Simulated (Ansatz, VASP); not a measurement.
# One calculation of BP, two programs

```
CELL_PARAMETERS angstrom
0.00000 2.29671 2.29671
2.29671 0.00000 2.29671
2.29671 2.29671 0.00000
ATOMIC_POSITIONS crystal
B 0.00000 0.00000 0.00000
P 0.25000 0.25000 0.25000
```

Alike in both runs: task single point; functional PBE; k mesh 8 × 8 × 8; no spin polarisation.

|  | VASP | Ansatz |
| --- | --- | --- |
| version | VASP 6.6.1 | Ansatz 0.2.0 |
| potentials or method | VASP PAW PBE potentials, release 64 (B, P) | plane waves, PAW |
| plane-wave cutoff (eV) | 520 | 420 |
| occupations | gaussian, width 0.01 eV | fixed |
| valence electrons in the cell | 8 | 8 |

```csv
,VASP,Ansatz,Ansatz less VASP
gap on the k mesh at the Fermi level (eV),1.31,1.32,+0.003
pressure (GPa),-4.7,-4.5,+0.20
```
